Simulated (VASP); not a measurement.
# Zr7B (P-6m2) in VASP: single point with PBE

Aim: the single point of Zr7B with PBE.

Program: VASP 6.6.1. These are calculated values, not measurements. Logs are shortened: lines on timing, memory, paths and dates and some standing lists are left out, and cuts for length are marked.

### 1 The cell of the first run

Symmetry: P-6m2, No. 187, hexagonal system. Conventional cell: a = 3.330 Å, b = 3.330 Å, c = 18.100 Å, α = 90.00°, β = 90.00°, γ = 120.00°. Zr (site symmetry 3m) has 3 B at 2.38 Å and 1 Zr at 2.80 Å within 3.1 Å. Within 4.1 Å of Zr (site symmetry 3m) lie 12 Zr at 3.13 to 3.33 Å and 1 B at 4.03 Å. Within 4.1 Å of Zr (site symmetry 3m) lie 12 Zr at 3.13 to 3.33 Å. Zr (site symmetry -6m2) has 12 Zr at 3.19 to 3.33 Å within 4.2 Å. B (site symmetry -6m2) has 6 Zr at 2.38 Å within 3.1 Å.

### 2 Single point, PBE

INCAR

```
SYSTEM = Zr7B
PREC = Accurate ; ENCUT = 520
EDIFF = 1E-6 ; ISMEAR = 0
SIGMA = 0.2 ; LREAL = .FALSE.
LASPH = .TRUE. ; NELM = 60
ALGO = Fast ; ISIF = 2
LWAVE = .FALSE. ; LCHARG = .FALSE.
GGA = PE ; NBANDS = 54
```

KPOINTS

```
Automatic mesh
0
G
  6 6 1
  0 0 0
```

POSCAR

```
Zr7B
1.0
    3.3302501710      0.0000000000      0.0000000000
   -1.6651250855      2.8840812491      0.0000000000
    0.0000000000      0.0000000000     18.0999937212
Zr B
7 1
Direct
    0.3333333333      0.6666666667      0.9226496986
    0.3333333333      0.6666666667      0.0773503014
    0.0000000000      0.0000000000      0.2226568585
    0.3333333333      0.6666666667      0.3592610890
    0.3333333333      0.6666666667      0.6407389110
    0.0000000000      0.0000000000      0.5000000000
    0.0000000000      0.0000000000      0.7773431415
    0.0000000000      0.0000000000      0.0000000000
```

Potentials or basis: VASP PAW PBE potentials, release 64 (Zr_sv, B).

Run with:

```bash
cat potpaw_PBE.64/Zr_sv/POTCAR potpaw_PBE.64/B/POTCAR > POTCAR
mpirun -np 1 vasp_std > vasp.out
```

OUTCAR:

```text
SYSTEM = Zr7B
   PREC = Accurate
   ENCUT = 520
   EDIFF = 1E-6
   ISMEAR = 0
   LREAL = .FALSE.
   LASPH = .TRUE.
   NELM = 60
   ISIF = 2
   GGA = PE

 ion  position               nearest neighbor table
   1  0.333  0.667  0.923-   8 2.38   8 2.38   8 2.38   2 2.80   7 3.26   7 3.26   7 3.26
   2  0.333  0.667  0.077-   8 2.38   8 2.38   8 2.38   1 2.80   3 3.26   3 3.26   3 3.26
   3  0.000  0.000  0.223-   4 3.13   4 3.13   4 3.13   2 3.26   2 3.26   2 3.26
   4  0.333  0.667  0.359-   3 3.13   3 3.13   3 3.13   6 3.19   6 3.19   6 3.19
   5  0.333  0.667  0.641-   7 3.13   7 3.13   7 3.13   6 3.19   6 3.19   6 3.19
   6  0.000  0.000  0.500-   4 3.19   5 3.19   4 3.19   5 3.19   4 3.19   5 3.19
   7  0.000  0.000  0.777-   5 3.13   5 3.13   5 3.13   1 3.26   1 3.26   1 3.26
   8  0.000  0.000  0.000-   1 2.38   2 2.38   1 2.38   2 2.38   1 2.38   2 2.38

  LATTYP: Found a hexagonal cell.
 ALAT       =     3.3302501710
 C/A-ratio  =     5.4350252359

  Lattice vectors:

 A1 = (   3.3302501710,   0.0000000000,   0.0000000000)
 A2 = (  -1.6651250855,   2.8840812491,   0.0000000000)
 A3 = (   0.0000000000,   0.0000000000,  18.0999937212)

Analysis of symmetry for initial positions (statically):
=====================================================================
 Subroutine PRICEL returns:
 Original cell was already a primitive cell.

 Routine SETGRP: Setting up the symmetry group for a
 hexagonal supercell.

 Subroutine GETGRP returns: Found 12 space group operations
 (whereof 12 operations were pure point group operations)
 out of a pool of 24 trial point group operations.

The static configuration has the point symmetry D_3h.

Analysis of symmetry for dynamics (positions and initial velocities):
=====================================================================
 Subroutine PRICEL returns:
 Original cell was already a primitive cell.

 Routine SETGRP: Setting up the symmetry group for a
 hexagonal supercell.

 Subroutine GETGRP returns: Found 12 space group operations
 (whereof 12 operations were pure point group operations)
 out of a pool of 24 trial point group operations.

The dynamic configuration has the point symmetry D_3h.

 Subroutine INISYM returns: Found 12 space group operations
 (whereof 12 operations are pure point group operations),
 and found     1 'primitive' translations

----------------------------------------------------------------------------------------

                                     Primitive cell

  volume of cell :     173.8452

  direct lattice vectors                    reciprocal lattice vectors
     3.330250171  0.000000000  0.000000000     0.300277742  0.173365435  0.000000000
    -1.665125085  2.884081249  0.000000000     0.000000000  0.346730870  0.000000000
     0.000000000  0.000000000 18.099993721     0.000000000  0.000000000  0.055248638

  length of vectors
     3.330250171  3.330250171 18.099993721     0.346730870  0.346730870  0.055248638

  position of ions in fractional coordinates (direct lattice)
     0.333333333  0.666666667  0.922649699
     0.333333333  0.666666667  0.077350301
     0.000000000  0.000000000  0.222656859
     0.333333333  0.666666667  0.359261089
     0.333333333  0.666666667  0.640738911
     0.000000000  0.000000000  0.500000000
     0.000000000  0.000000000  0.777343141
     0.000000000  0.000000000  0.000000000

  ion indices of the primitive-cell ions
   primitive index   ion index
                 1           1
                 2           2
                 3           3
                 4           4
                 5           5
                 6           6
                 7           7
                 8           8

----------------------------------------------------------------------------------------

 KPOINTS: Automatic mesh

Automatic generation of k-mesh.
 Grid dimensions read from file:
 generate k-points for:    6    6    1

 Generating k-lattice:

  Cartesian coordinates                     Fractional coordinates (reciprocal lattice)
     0.050046290  0.028894239  0.000000000     0.166666667  0.000000000  0.000000000
     0.000000000  0.057788478  0.000000000     0.000000000  0.166666667  0.000000000
     0.000000000  0.000000000  0.055248638     0.000000000  0.000000000  1.000000000

  Length of vectors
     0.057788478  0.057788478  0.055248638

  Shift w.r.t. Gamma in fractional coordinates (k-lattice)
     0.000000000  0.000000000  0.000000000

 Subroutine IBZKPT returns following result:
 ===========================================

 Found      7 irreducible k-points:

 Following reciprocal coordinates:
            Coordinates               Weight
  0.000000  0.000000  0.000000      1.000000
  0.166667  0.000000  0.000000      6.000000
  0.333333  0.000000  0.000000      6.000000
  0.500000 -0.000000  0.000000      3.000000
  0.166667  0.166667  0.000000      6.000000
  0.333333  0.166667  0.000000     12.000000
  0.333333  0.333333  0.000000      2.000000
   k-points           NKPTS =      7   k-points in BZ     NKDIM =      7   number of bands    NBANDS=     54
   number of dos      NEDOS =    301   number of ions     NIONS =      8
   total plane-waves  NPLWV = 109760
   dimension x,y,z NGX =    28 NGY =   28 NGZ =  140
   dimension x,y,z NGXF=    56 NGYF=   56 NGZF=  280
   ions per type =               7   1
   NGX,Y,Z   is equivalent  to a cutoff of  13.98, 13.98, 12.86 a.u.
   NGXF,Y,Z  is equivalent  to a cutoff of  27.96, 27.96, 25.72 a.u.
 SYSTEM =  Zr7B
   PREC   = accura    normal or accurate (medium, high low for compatibility)
   ISTART =      0    job   : 0-new  1-cont  2-samecut
   ICHARG =      2    charge: 1-file 2-atom 10-const
   ISPIN  =      1    spin polarized calculation?
   LNONCOLLINEAR =      F non collinear calculations
   LSORBIT =      F    spin-orbit coupling
   LASPH  =      T    aspherical Exc in radial PAW
   ENCUT  =  520.0 eV  38.22 Ry    6.18 a.u.   6.19  6.19 33.65*2*pi/ulx,y,z
   NELM   =     60;   NELMIN=  2; NELMDL= -5     # of ELM steps
   EDIFF  = 0.1E-05   stopping-criterion for ELM
   LREAL  =      F    real-space projection
   EDIFFG = 0.1E-04   stopping-criterion for IOM
   NSW    =      0    number of steps for IOM
   IBRION =     -1    ionic relax: 0-MD 1-quasi-New 2-CG
   NFREE  =      0    steps in history (QN), initial steepest desc. (CG)
   ISIF   =      2    stress and relaxation
   ISYM   =      2    0-nonsym 1-usesym 2-fastsym
   POTIM  = 0.5000    time-step for ionic-motion
   TEBEG  =    0.0;   TEEND  =   0.0 temperature during run
   PSTRESS=    0.0 pullay stress
   NELECT =      87.0000    total number of electrons
   NUPDOWN=      -1.0000    fix difference up-down
   EMIN   =  10.00;   EMAX   =-10.00  energy-range for DOS
   EFERMI =   0.00;   METHOD = LEGACY
   ISMEAR =     0;   SIGMA  =   0.20  broadening in eV -4-tet -1-fermi 0-gaus
   EFERMI_NEDOS =   21; number of points for ismear=-14 and -15
   IALGO  =     68    algorithm
   IMIX   =      4    mixing-type and parameters
     AMIX     =   0.40;   BMIX     =  1.00
     AMIX_MAG =   1.60;   BMIX_MAG =  1.00
  volume/ion in A,a.u.               =      21.73       146.65
  Fermi-wavevector in a.u.,A,eV,Ry     =   1.299751  2.456174 22.985056  1.689354
  Thomas-Fermi vector in A             =   2.430995
   LORBIT       =      0    0 simple, 1 ext, 2 COOP (PROOUT), +10 PAW based schemes
   GGA     = PE    functional components
   LHFCALC =     F    Hartree Fock is set to
   AEXX    =    0.0000 exact exchange contribution
   IVDW    =     0    specifies the selected vdW correction
   LEPSILON=     F    determine dielectric tensor
   LRPA    =     F    only Hartree local field effects (RPA)
 non-spin polarized calculation
 RMM-DIIS sequential band-by-band and
 Gauss-broadening in eV      SIGMA  =   0.20
  energy-cutoff  :      520.00
  volume of cell :      173.85
 maximum number of plane-waves:      4699
 NGX is ok and might be reduce to    28
   NGX = 13   NGY = 13   NGZ = 67

 number of electron      87.0000000 magnetization

 Free energy of the ion-electron system (eV)
  ---------------------------------------------------
  ext. energy  EPLUGINS =         0.00000000
  ---------------------------------------------------
  free energy    TOTEN  =       -66.02750776 eV

  energy without entropy =      -65.83046049  energy(sigma->0) =      -65.92898412

 E-fermi :   8.5527     XC(G=0): -10.9933

 val. band max:        8.4783085918   @ k =   0.1667   0.1667   0.0000
 cond. band min:       8.5534460516   @ k =   0.3333   0.3333   0.0000
 fundamental gap:      0.0751374598
 Fermi energy:         8.5527158629

 k-point     1 :       0.0000    0.0000    0.0000
  band No.  band energies     occupation
      1     -40.3555      2.00000
      2     -40.3403      2.00000
      3     -40.3036      2.00000
      4     -40.2380      2.00000
      5     -40.2118      2.00000
      6     -39.8580      2.00000
[... 46 lines left out ...]
     53      10.0260      0.00000
     54      10.0950      0.00000

 k-point     2 :       0.1667    0.0000    0.0000
  band No.  band energies     occupation
      1     -40.3335      2.00000
      2     -40.3210      2.00000
      3     -40.2887      2.00000
      4     -40.2281      2.00000
      5     -40.2052      2.00000
      6     -39.8426      2.00000
[... 46 lines left out ...]
     53       9.7885      0.00000
     54       9.8424      0.00000

 k-point     3 :       0.3333    0.0000    0.0000
  band No.  band energies     occupation
      1     -40.2859      2.00000
      2     -40.2803      2.00000
      3     -40.2582      2.00000
      4     -40.2102      2.00000
      5     -40.1959      2.00000
      6     -39.8117      2.00000
[... 46 lines left out ...]
     53       9.8965      0.00000
     54      10.2016      0.00000

 k-point     4 :       0.5000   -0.0000    0.0000
  band No.  band energies     occupation
      1     -40.2593      2.00000
      2     -40.2581      2.00000
      3     -40.2407      2.00000
      4     -40.2030      2.00000
      5     -40.1962      2.00000
      6     -39.7962      2.00000
[... 46 lines left out ...]
     53      10.2176      0.00000
     54      10.6661      0.00000

 k-point     5 :       0.1667    0.1667    0.0000
  band No.  band energies     occupation
      1     -40.2984      2.00000
      2     -40.2908      2.00000
      3     -40.2661      2.00000
      4     -40.2144      2.00000
      5     -40.1975      2.00000
      6     -39.8195      2.00000
[... 46 lines left out ...]
     53       9.8366      0.00000
     54      10.2940      0.00000

 k-point     6 :       0.3333    0.1667    0.0000
  band No.  band energies     occupation
      1     -40.2594      2.00000
      2     -40.2582      2.00000
      3     -40.2407      2.00000
      4     -40.2029      2.00000
      5     -40.1960      2.00000
      6     -39.7962      2.00000
[... 46 lines left out ...]
     53      10.0611      0.00000
     54      10.3676      0.00000

 k-point     7 :       0.3333    0.3333    0.0000
  band No.  band energies     occupation
      1     -40.2463      2.00000
      2     -40.2463      2.00000
      3     -40.2277      2.00000
      4     -40.2001      2.00000
      5     -40.2001      2.00000
      6     -39.7884      2.00000
[... 46 lines left out ...]
     53      10.4473      0.00000
     54      10.5208      0.00000

------------------------ aborting loop because EDIFF is reached ----------------------------------------

  FORCE on cell =-STRESS in cart. coord.  units (eV):
  Direction    XX          YY          ZZ          XY          YZ          ZX
  --------------------------------------------------------------------------------------
  -------------------------------------------------------------------------------------
  Total       -0.0110344     -0.0110344      0.0489337      0.0000000      0.0000000      0.0000000
  in kB       -0.1016942     -0.1016942      0.4509785      0.0000000      0.0000000      0.0000000
  external PRESSURE =       0.0825300 kB  Pullay stress =       0.0000000 kB

 VOLUME and BASIS-vectors are now :
 -----------------------------------------------------------------------------
  energy-cutoff  :      520.00
  volume of cell :      173.85
      direct lattice vectors                 reciprocal lattice vectors
     3.330250171  0.000000000  0.000000000     0.300277742  0.173365435  0.000000000
    -1.665125085  2.884081249  0.000000000     0.000000000  0.346730870  0.000000000
     0.000000000  0.000000000 18.099993721     0.000000000  0.000000000  0.055248638

 POSITION                                       TOTAL-FORCE (eV/Angst)
 -----------------------------------------------------------------------------------
     -0.00000      1.92272     16.69995        -0.000000      0.000000     -0.009730
     -0.00000      1.92272      1.40004        -0.000000      0.000000      0.009730
      0.00000      0.00000      4.03009        -0.000000     -0.000000     -0.003664
     -0.00000      1.92272      6.50262         0.000000     -0.000000     -0.006321
     -0.00000      1.92272     11.59737         0.000000     -0.000000      0.006321
      0.00000      0.00000      9.05000        -0.000000     -0.000000      0.000000
      0.00000      0.00000     14.06991        -0.000000     -0.000000      0.003664
      0.00000      0.00000      0.00000        -0.000000     -0.000000      0.000000
 -----------------------------------------------------------------------------------
    total drift:                                0.000001     -0.000001     -0.000000

  FREE ENERGIE OF THE ION-ELECTRON SYSTEM (eV)
  ---------------------------------------------------
  free  energy   TOTEN  =       -66.0275077623 eV

  energy  without entropy=      -65.8304604854  energy(sigma->0) =      -65.92898412
```

It took 93 s on 1 thread of Intel Xeon 6975P-C (Granite Rapids), shared host; peak memory 0.34 GiB.

What came out:

| Item | Value |
| --- | --- |
| Free energy | -66.0275 eV |
| Pressure | 0.0 GPa |
| Largest force | 0.010 eV/Å |

Forces on the atoms (eV/Å):
```
Zr   0.000  0.000 -0.010
Zr   0.000  0.000  0.010
Zr   0.000  0.000 -0.004
Zr   0.000  0.000 -0.006
Zr   0.000  0.000  0.006
Zr   0.000  0.000  0.000
Zr   0.000  0.000  0.004
B    0.000  0.000  0.000
```

Levels at points of the mesh, in eV from the Fermi level:
```
           k point  band 41  band 42  band 43  band 44  band 45  band 46
(0.00, 0.00, 0.00)     0.56     0.56     0.57     0.61     0.61     0.71
(0.50, 0.00, 0.00)    -1.04    -0.68    -0.67     0.19     0.44     0.69
```

Caveat: the k points lie up to 0.36 Å⁻¹ apart.
